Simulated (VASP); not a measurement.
Wanted: the native input for a VASP 6.6.1 run.

```yaml
Task: single point
Functional: HSE06
Potentials_or_basis: VASP PAW PBE potentials, release 64 (Sr_sv, O)
Cutoff: 520 eV
k_mesh: 4 × 4 × 4
Occupations: fermi-dirac, width 0.05 eV
Spin: no spin polarisation
Dipole_correction: no
Grid_for_exact_exchange_PRECFOCK: Normal
Further_INCAR_settings: ALGO = Normal; EDIFF = 1e-06; NBANDS = 15
Share_of_exact_exchange: 0.25
Screening_parameter: 0.2079 1/Å
```

Crystal: SrO (rock salt type).

```
CELL_PARAMETERS angstrom
0.00000 2.55592 2.55592
2.55592 0.00000 2.55592
2.55592 2.55592 0.00000
ATOMIC_POSITIONS crystal
Sr 0.00000 0.00000 0.00000
O 0.50000 0.50000 0.50000
```

These files were run (other wordings do the same):

POSCAR

```
SrO
1.0
    0.0000000000      2.5559236885      2.5559236885
    2.5559236885      0.0000000000      2.5559236885
    2.5559236885      2.5559236885      0.0000000000
Sr O
1 1
Direct
    0.0000000000      0.0000000000      0.0000000000
    0.5000000000      0.5000000000      0.5000000000
```

INCAR.step1

```
SYSTEM = SrO
ALGO     = Normal         ! electronic algorithm
EDIFF    = 1E-5           ! SCF threshold, eV
ENCUT    = 520            ! plane-wave cutoff, eV
GGA      = PE             ! functional
ISIF     = 2              ! what is computed and relaxed
ISMEAR   = -1             ! smearing method
LASPH    = .True.         ! aspherical terms in the spheres
LCHARG   = .False.        ! write CHGCAR
LREAL    = .False.        ! projectors in reciprocal space
LWAVE    = .True.         ! write WAVECAR
NBANDS   = 15             ! bands
NELM     = 60             ! most SCF steps
PREC     = Accurate       ! precision mode
SIGMA    = 0.05           ! smearing width, eV
```

INCAR.step2

```
SYSTEM = SrO
ALGO     = Normal         ! electronic algorithm
EDIFF    = 1E-6           ! SCF threshold, eV
ENCUT    = 520            ! plane-wave cutoff, eV
GGA      = PE             ! functional
HFSCREEN = 0.2079         ! screening, 1/A
ISIF     = 2              ! what is computed and relaxed
ISMEAR   = -1             ! smearing method
ISTART   = 1            
LASPH    = .True.         ! aspherical terms in the spheres
LCHARG   = .False.        ! write CHGCAR
LHFCALC  = .True.         ! exact exchange
LREAL    = .False.        ! projectors in reciprocal space
LWAVE    = .False.        ! write WAVECAR
NBANDS   = 15             ! bands
NELM     = 60             ! most SCF steps
PREC     = Accurate       ! precision mode
PRECFOCK = Normal       
SIGMA    = 0.05           ! smearing width, eV
```

KPOINTS

```
k-points
0
Gamma
  4 4 4
  0 0 0
```

Potentials or basis: VASP PAW PBE potentials, release 64 (Sr_sv, O).

Launch:

```bash
$ cat potpaw_PBE.64/Sr_sv/POTCAR potpaw_PBE.64/O/POTCAR > POTCAR
$ cp INCAR.step1 INCAR
$ mpirun -np 1 vasp_std > vasp.out
$ cp INCAR.step2 INCAR
$ mpirun -np 1 vasp_std > vasp.out
```

It gave:

The pressure is 3.0 GPa and the band gap on the k mesh is 4.74 eV (least direct gap 4.82 eV).

Caveat: the k points lie up to 0.53 Å⁻¹ apart; the PAW data sets were made with another functional, which shifts forces and pressure a little.

It took 3.4 min on 1 thread of Intel(R) Xeon(R) Platinum 8559C (Emerald Rapids), with other jobs on the host, peak memory 0.26 GiB.
